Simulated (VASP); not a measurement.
# Ni (P6_3/mmc) in VASP: further runs, part 2 of 3

VASP 6.6.1. Earlier steps stand in the parts before.

### 4 Electric field gradients, LDA, collinear spin, ferromagnetic start

This run uses another cell than the first one, of 10.57 Å³/atom, 1.031 times its volume.

Contents of INCAR:

```
ALGO = Normal
EDIFF = 1E-8
ENCUT = 520
ISIF = 2
ISMEAR = -1
ISPIN = 2
LASPH = T
LCHARG = F
LEFG = T
LMAXMIX = 4
LORBIT = 11
LREAL = F
LWAVE = F
MAGMOM = 1.5 1.5
NBANDS = 21
NELM = 150
PREC = Accurate
SIGMA = 0.08
```

Contents of KPOINTS:

```
k-points
0
Gamma
  15 15 8
```

Contents of POSCAR:

```
Ni
1.0
    2.4480228978      0.0000000000      0.0000000000
   -1.2240114489      2.1200500186      0.0000000000
    0.0000000000      0.0000000000      4.0728075700
Ni
2
Direct
    0.3333333333      0.6666666667      0.2500000000
    0.6666666667      0.3333333333      0.7500000000
```

Potentials or basis: VASP PAW LDA potentials, release 64 (Ni).

Run with:

```bash
cat potpaw_LDA.64/Ni/POTCAR > POTCAR
mpirun -np 1 vasp_std > vasp.out
```

OUTCAR:

```text
EDIFF = 1E-8
   ENCUT = 520
   ISIF = 2
   ISMEAR = -1
   ISPIN = 2
   LASPH = T
   LORBIT = 11
   LREAL = F
   NELM = 150
   PREC = Accurate

 ion  position               nearest neighbor table
   1  0.333  0.667  0.250-   2 2.48   2 2.48   2 2.48   2 2.48   2 2.48   2 2.48
   2  0.667  0.333  0.750-   1 2.48   1 2.48   1 2.48   1 2.48   1 2.48   1 2.48

  LATTYP: Found a hexagonal cell.
 ALAT       =     2.4480228978
 C/A-ratio  =     1.6637130207

  Lattice vectors:

 A1 = (   2.4480228978,   0.0000000000,   0.0000000000)
 A2 = (  -1.2240114489,   2.1200500186,   0.0000000000)
 A3 = (   0.0000000000,   0.0000000000,   4.0728075700)

Analysis of symmetry for initial positions (statically):
=====================================================================
 Subroutine PRICEL returns:
 Original cell was already a primitive cell.

 Routine SETGRP: Setting up the symmetry group for a
 hexagonal supercell.

 Subroutine GETGRP returns: Found 24 space group operations
 (whereof 12 operations were pure point group operations)
 out of a pool of 24 trial point group operations.

The static configuration has the point symmetry D_3d.
 The point group associated with its full space group is D_6h.

Analysis of symmetry for dynamics (positions and initial velocities):
=====================================================================
 Subroutine PRICEL returns:
 Original cell was already a primitive cell.

 Routine SETGRP: Setting up the symmetry group for a
 hexagonal supercell.
[... 1332 lines left out ...]

 [... further k-points ...]
[... 5 lines left out ...]
  --------------------------------------------------------------------------------------
  -------------------------------------------------------------------------------------
  Total       -1.2563073     -1.2563073     -1.7172925      0.0000000      0.0000000      0.0000000
  in kB      -95.2250009    -95.2250009   -130.1665452      0.0000000      0.0000000      0.0000000
  external PRESSURE =    -106.8721824 kB  Pullay stress =       0.0000000 kB

 VOLUME and BASIS-vectors are now :
 -----------------------------------------------------------------------------
  energy-cutoff  :      520.00
  volume of cell :       21.14
      direct lattice vectors                 reciprocal lattice vectors
     2.448022898  0.000000000  0.000000000     0.408492911  0.235843492  0.000000000
    -1.224011449  2.120050019  0.000000000     0.000000000  0.471686984  0.000000000
     0.000000000  0.000000000  4.072807570     0.000000000  0.000000000  0.245530873

 POSITION                                       TOTAL-FORCE (eV/Angst)
 -----------------------------------------------------------------------------------
     -0.00000      1.41337      1.01820        -0.000000     -0.000000      0.000000
      1.22401      0.70668      3.05461         0.000000      0.000000      0.000000
 -----------------------------------------------------------------------------------
    total drift:                               -0.000000      0.000000     -0.000000

  FREE ENERGIE OF THE ION-ELECTRON SYSTEM (eV)
  ---------------------------------------------------
  free  energy   TOTEN  =       -13.1126969817 eV

  energy  without entropy=      -13.0311615468  energy(sigma->0) =      -13.07192926

 Electric field gradients (V/A^2)
---------------------------------------------------------------------
 ion       V_xx      V_yy      V_zz      V_xy      V_xz      V_yz
---------------------------------------------------------------------
   1       0.989     0.986    -1.975    -0.002     0.000     0.000
   2       0.989     0.986    -1.975    -0.002     0.000     0.000
---------------------------------------------------------------------

 Electric field gradients after diagonalization (V/A^2)
 (convention: |V_zz| > |V_xx| > |V_yy|)
----------------------------------------------------------------------
 ion       V_xx      V_yy      V_zz     asymmetry (V_yy - V_xx)/ V_zz
----------------------------------------------------------------------
   1       0.990     0.985    -1.975       0.003
   2       0.990     0.985    -1.975       0.003
----------------------------------------------------------------------

           NMR quadrupolar parameters

 Cq : quadrupolar parameter    Cq=e*Q*V_zz/h
 eta: asymmetry parameters     (V_yy - V_xx)/ V_zz
 Q  : nuclear electric quadrupole moment in mb (millibarn)
----------------------------------------------------------------------
 ion       Cq(MHz)       eta       Q (mb)
----------------------------------------------------------------------
   1      -0.005       0.003       1.000
   2      -0.005       0.003       1.000
----------------------------------------------------------------------

 total charge

# of ion       s       p       d       tot
------------------------------------------
    1        0.511   0.522   8.341   9.374
    2        0.511   0.522   8.341   9.374
--------------------------------------------------
tot          1.023   1.043  16.682  18.748

 magnetization (x)

# of ion       s       p       d       tot
------------------------------------------
    1       -0.004  -0.018   0.629   0.608
    2       -0.004  -0.018   0.629   0.608
--------------------------------------------------
tot         -0.007  -0.035   1.258   1.216
```

stdout:

```text
POSCAR found type information on POSCAR Ni
 POSCAR found :  1 types and       2 ions
 scaLAPACK will be used
 LDA part: xc-table for (Slater(with rela. corr.)+CA(PZ))
 , standard interpolation
 POSCAR, INCAR and KPOINTS ok, starting setup
 FFT: planning ... GRIDC
 FFT: planning ... GRID_SOFT
 FFT: planning ... GRID
 WAVECAR not read
 entering main loop
ion   1

ion   2
```

It took 2.8 min on 1 thread of Intel Xeon 8259CL, shared host; peak memory 0.19 GiB.

What came out:

```
Free energy                                           : -13.1127 eV
Pressure                                              : -10.7 GPa
Net moment                                            : 1.21 μB per cell
Site moments                                          : Ni +0.61 μB
Valence electrons inside the program's atomic spheres : Ni 9.37
```

Electric field gradients, principal values (V/Å²):
```tsv
atom	least	middle	greatest (by size)
1 Ni	0.985	0.990	-1.975
2 Ni	0.985	0.990	-1.975
```

Caveat: without QUAD_EFG the Cq values of the log hold for a quadrupole moment of 1 mb, not for the nuclei.

### 5 Electric field gradients, LDA, collinear spin, ferromagnetic start (volume scaled by 1.03)

Contents of INCAR:

```
  PREC = Accurate
  ENCUT = 520
  EDIFF = 1E-8
  ISMEAR = -1
  SIGMA = 0.08
  LREAL = False
  LASPH = True
  NELM = 150
  ALGO = Normal
  ISIF = 2
  LWAVE = False
  LCHARG = False
  ISPIN = 2
  MAGMOM = 1.5 1.5
  LORBIT = 11
  LMAXMIX = 4
  GGA = CA
  LEFG = True
  NBANDS = 21
```

Contents of KPOINTS:

```
Automatic mesh
0
Gamma
  15 15 8
```

Contents of POSCAR:

```
Ni
1.0
    2.4722623247      0.0000000000      0.0000000000
   -1.2361311624      2.1410419780      0.0000000000
    0.0000000000      0.0000000000      4.1131350201
Ni
2
Direct
    0.3333333333      0.6666666667      0.2500000000
    0.6666666667      0.3333333333      0.7500000000
```

Potentials or basis: VASP PAW LDA potentials, release 64 (Ni).

Run with:

```bash
cat potpaw_LDA.64/Ni/POTCAR > POTCAR
mpirun -np 1 vasp_std > vasp.out
```

OUTCAR:

```text
PREC = Accurate
   ENCUT = 520
   EDIFF = 1E-8
   ISMEAR = -1
   LREAL = False
   LASPH = True
   NELM = 150
   ISIF = 2
   ISPIN = 2
   LORBIT = 11
   GGA = CA

 ion  position               nearest neighbor table
   1  0.333  0.667  0.250-   2 2.50   2 2.50   2 2.50   2 2.50   2 2.50   2 2.50
   2  0.667  0.333  0.750-   1 2.50   1 2.50   1 2.50   1 2.50   1 2.50   1 2.50

  LATTYP: Found a hexagonal cell.
 ALAT       =     2.4722623247
 C/A-ratio  =     1.6637130207

  Lattice vectors:

 A1 = (   2.4722623247,   0.0000000000,   0.0000000000)
 A2 = (  -1.2361311624,   2.1410419780,   0.0000000000)
 A3 = (   0.0000000000,   0.0000000000,   4.1131350201)

Analysis of symmetry for initial positions (statically):
=====================================================================
 Subroutine PRICEL returns:
 Original cell was already a primitive cell.

 Routine SETGRP: Setting up the symmetry group for a
 hexagonal supercell.

 Subroutine GETGRP returns: Found 24 space group operations
 (whereof 12 operations were pure point group operations)
 out of a pool of 24 trial point group operations.

The static configuration has the point symmetry D_3d.
 The point group associated with its full space group is D_6h.

Analysis of symmetry for dynamics (positions and initial velocities):
=====================================================================
 Subroutine PRICEL returns:
 Original cell was already a primitive cell.

 Routine SETGRP: Setting up the symmetry group for a
 hexagonal supercell.

 Subroutine GETGRP returns: Found 24 space group operations
 (whereof 12 operations were pure point group operations)
 out of a pool of 24 trial point group operations.

The dynamic configuration has the point symmetry D_3d.
 The point group associated with its full space group is D_6h.

Analysis of structural, dynamic, and magnetic symmetry:
=====================================================================
 Subroutine PRICEL returns:
 Original cell was already a primitive cell.

 Routine SETGRP: Setting up the symmetry group for a
 hexagonal supercell.

 Subroutine GETGRP returns: Found 24 space group operations
 (whereof 12 operations were pure point group operations)
 out of a pool of 24 trial point group operations.

The overall configuration has the point symmetry D_3d.
 The point group associated with its full space group is D_6h.

 Subroutine INISYM returns: Found 24 space group operations
 (whereof 12 operations are pure point group operations),
 and found     1 'primitive' translations

----------------------------------------------------------------------------------------

                                     Primitive cell

  volume of cell :      21.7717

  direct lattice vectors                    reciprocal lattice vectors
     2.472262325  0.000000000  0.000000000     0.404487821  0.233531152  0.000000000
    -1.236131162  2.141041978  0.000000000     0.000000000  0.467062304  0.000000000
     0.000000000  0.000000000  4.113135020     0.000000000  0.000000000  0.243123553

  length of vectors
     2.472262325  2.472262325  4.113135020     0.467062304  0.467062304  0.243123553
[... 106 lines left out ...]
   GGA     = CA    functional components
   LHFCALC =     F    Hartree Fock is set to
   AEXX    =    0.0000 exact exchange contribution
   IVDW    =     0    specifies the selected vdW correction
   LEPSILON=     F    determine dielectric tensor
   LRPA    =     F    only Hartree local field effects (RPA)
 spin polarized calculation
  energy-cutoff  :      520.00
  volume of cell :       21.77
 maximum number of plane-waves:       602
   NGX =  9   NGY =  9   NGZ = 15

 number of electron      20.0000024 magnetization       1.2278563

 Free energy of the ion-electron system (eV)
  ---------------------------------------------------
  ext. energy  EPLUGINS =         0.00000000
  ---------------------------------------------------
  free energy    TOTEN  =       -13.05961835 eV

  energy without entropy =      -12.97621448  energy(sigma->0) =      -13.01791641

 E-fermi :   9.0307     XC(G=0): -13.6078

 val. band max:        9.0302256557   @ k =   0.3333   0.2000   0.0000
 cond. band min:       9.0334615550   @ k =   0.3333   0.0667   0.2500
 fundamental gap:      0.0032358993
 Fermi energy:         9.0307125076

 spin component 1

 k-point     1 :       0.0000    0.0000    0.0000
  band No.  band energies     occupation
      1       0.0362      1.00000
      2       4.2117      1.00000
      3       6.6088      1.00000
      4       6.7645      1.00000
      5       6.7645      1.00000
      6       7.0180      1.00000
[... 565 lines left out ...]
     20      38.0537      0.00000
     21      42.4584      0.00000

 [... further k-points ...]

 spin component 2

 k-point     1 :       0.0000    0.0000    0.0000
  band No.  band energies     occupation
      1       0.0824      1.00000
      2       4.5768      1.00000
      3       7.2056      1.00000
      4       7.3552      1.00000
      5       7.3552      1.00000
      6       7.6236      1.00000
[... 565 lines left out ...]
     20      38.1822      0.00000
     21      42.4822      0.00000

 [... further k-points ...]
[... 5 lines left out ...]
  --------------------------------------------------------------------------------------
  -------------------------------------------------------------------------------------
  Total       -2.0339102     -2.0339102     -2.4577187      0.0000000      0.0000000      0.0000000
  in kB     -149.6751340   -149.6751340   -180.8631389      0.0000000      0.0000000      0.0000000
  external PRESSURE =    -160.0711356 kB  Pullay stress =       0.0000000 kB

 VOLUME and BASIS-vectors are now :
 -----------------------------------------------------------------------------
  energy-cutoff  :      520.00
  volume of cell :       21.77
      direct lattice vectors                 reciprocal lattice vectors
     2.472262325  0.000000000  0.000000000     0.404487821  0.233531152  0.000000000
    -1.236131162  2.141041978  0.000000000     0.000000000  0.467062304  0.000000000
     0.000000000  0.000000000  4.113135020     0.000000000  0.000000000  0.243123553

 POSITION                                       TOTAL-FORCE (eV/Angst)
 -----------------------------------------------------------------------------------
     -0.00000      1.42736      1.02828        -0.000000      0.000000      0.000000
      1.23613      0.71368      3.08485         0.000000     -0.000000      0.000000
 -----------------------------------------------------------------------------------
    total drift:                               -0.000000      0.000000     -0.000000

  FREE ENERGIE OF THE ION-ELECTRON SYSTEM (eV)
  ---------------------------------------------------
  free  energy   TOTEN  =       -13.0596183464 eV

  energy  without entropy=      -12.9762144807  energy(sigma->0) =      -13.01791641

 Electric field gradients (V/A^2)
---------------------------------------------------------------------
 ion       V_xx      V_yy      V_zz      V_xy      V_xz      V_yz
---------------------------------------------------------------------
   1       0.984     0.981    -1.965    -0.002     0.000     0.000
   2       0.984     0.981    -1.965    -0.002     0.000     0.000
---------------------------------------------------------------------

 Electric field gradients after diagonalization (V/A^2)
 (convention: |V_zz| > |V_xx| > |V_yy|)
----------------------------------------------------------------------
 ion       V_xx      V_yy      V_zz     asymmetry (V_yy - V_xx)/ V_zz
----------------------------------------------------------------------
   1       0.985     0.980    -1.965       0.003
   2       0.985     0.980    -1.965       0.003
----------------------------------------------------------------------

           NMR quadrupolar parameters

 Cq : quadrupolar parameter    Cq=e*Q*V_zz/h
 eta: asymmetry parameters     (V_yy - V_xx)/ V_zz
 Q  : nuclear electric quadrupole moment in mb (millibarn)
----------------------------------------------------------------------
 ion       Cq(MHz)       eta       Q (mb)
----------------------------------------------------------------------
   1      -0.005       0.003       1.000
   2      -0.005       0.003       1.000
----------------------------------------------------------------------

 total charge

# of ion       s       p       d       tot
------------------------------------------
    1        0.499   0.495   8.327   9.321
    2        0.499   0.495   8.327   9.321
--------------------------------------------------
tot          0.997   0.990  16.654  18.641

 magnetization (x)

# of ion       s       p       d       tot
------------------------------------------
    1       -0.004  -0.017   0.639   0.618
    2       -0.004  -0.017   0.639   0.618
--------------------------------------------------
tot         -0.007  -0.035   1.279   1.237
```

OSZICAR:

```text
N       E                     dE             d eps       ncg     rms          rms(c)
DAV:   1     0.952630111079E+02    0.95263E+02   -0.88843E+03 12158   0.136E+03
DAV:   2    -0.929508569801E+01   -0.10456E+03   -0.96478E+02 11485   0.235E+02
DAV:   3    -0.151168731759E+02   -0.58218E+01   -0.55987E+01 12906   0.636E+01
DAV:   4    -0.151879044130E+02   -0.71031E-01   -0.70980E-01 12866   0.663E+00
DAV:   5    -0.151898145571E+02   -0.19101E-02   -0.19101E-02 13096   0.108E+00    0.149E+01
DAV:   6    -0.138680135885E+02    0.13218E+01   -0.80262E+00 13289   0.621E+01    0.943E+00
DAV:   7    -0.130962043875E+02    0.77181E+00   -0.19333E+00 13105   0.261E+01    0.247E+00
DAV:   8    -0.130677283627E+02    0.28476E-01   -0.12577E-02 16087   0.111E+00    0.127E+00
DAV:   9    -0.130619402126E+02    0.57882E-02   -0.59466E-04 16544   0.253E-01    0.471E-01
DAV:  10    -0.130595997620E+02    0.23405E-02   -0.22718E-04 19879   0.323E-01    0.936E-02
DAV:  11    -0.130596441379E+02   -0.44376E-04   -0.31697E-05 14941   0.647E-02    0.347E-02
DAV:  12    -0.130596196711E+02    0.24467E-04   -0.18497E-06 18452   0.262E-02    0.191E-02
DAV:  13    -0.130596183305E+02    0.13406E-05   -0.13439E-06 15613   0.120E-02    0.333E-03
DAV:  14    -0.130596183496E+02   -0.19091E-07   -0.71431E-08 13652   0.234E-03    0.799E-04
DAV:  15    -0.130596183464E+02    0.32524E-08   -0.26045E-09  6733   0.740E-04
   1 F= -.13059618E+02 E0= -.13017916E+02  d E =-.834039E-01  mag=     1.2279
```

stdout:

```text
POSCAR found type information on POSCAR Ni
 POSCAR found :  1 types and       2 ions
 scaLAPACK will be used
 LDA part: xc-table for (Slater(with rela. corr.)+CA(PZ))
 , standard interpolation
 POSCAR, INCAR and KPOINTS ok, starting setup
 FFT: planning ... GRIDC
 FFT: planning ... GRID_SOFT
 FFT: planning ... GRID
 WAVECAR not read
 entering main loop
ion   1

ion   2
```

Wall time 2.7 min (1 thread of Intel Xeon 8259CL, shared host); peak memory 0.19 GiB.

What came out:

```yaml
Free_energy: -13.0596 eV
Pressure: -16.0 GPa
Net_moment: 1.23 μB per cell
Site_moments: Ni +0.62 μB
Valence_electrons_inside_the_program's_atomic_spheres: Ni 9.32
```

Electric field gradients, principal values (V/Å²):
```csv
atom,least,middle,greatest (by size)
1 Ni,0.980,0.985,-1.965
2 Ni,0.980,0.985,-1.965
```

Caveat: the cell differs from its parent crystal (volume scaled by 1.03); without QUAD_EFG the Cq values of the log hold for a quadrupole moment of 1 mb, not for the nuclei.

[end of part 2 of 3]
